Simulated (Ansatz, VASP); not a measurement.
## Two plane-wave programs on ScAl3

```
Al Sc
1.0
     4.10000    0.00000    0.00000
     0.00000    4.10000    0.00000
     0.00000    0.00000    4.10000
Al Sc
3 1
Direct
  0.00000 0.50000 0.50000
  0.50000 0.00000 0.50000
  0.50000 0.50000 0.00000
  0.00000 0.00000 0.00000
```

Alike in both runs: task relaxation of cell and atoms; functional LDA; k mesh 12 × 12 × 12; occupations gaussian, width 0.1 eV; no spin polarisation.

|  | VASP | Ansatz |
| --- | --- | --- |
| version | VASP 6.6.1 | Ansatz 0.2.0 |
| potentials or method | VASP PAW LDA potentials, release 64 (Al, Sc_sv) | scalar-relativistic, plane waves, PAW |
| plane-wave cutoff (eV) | 600 | 420 |
| valence electrons in the cell | 20 | 20 |

VASP gave:

* gap on the k mesh at the Fermi level, each at its own relaxed structure (eV): none
* relaxed volume (Å³/atom): 16.42
* relaxed length of the cell vector where the two differ most in proportion (Å): 4.035

**Question.** Estimate Ansatz's values.

**Answer.** gap on the k mesh at the Fermi level, each at its own relaxed structure (eV): none; relaxed volume (Å³/atom): 16.39; relaxed length of the cell vector where the two differ most in proportion (Å): 4.032.

Ansatz warns that its potentials were made for another functional, while VASP's fit it. LDA's correlation is that of Perdew and Zunger in VASP and of Perdew and Wang (1992) in Ansatz. A gap of «none» marks a metal or a gap that the smearing closes.
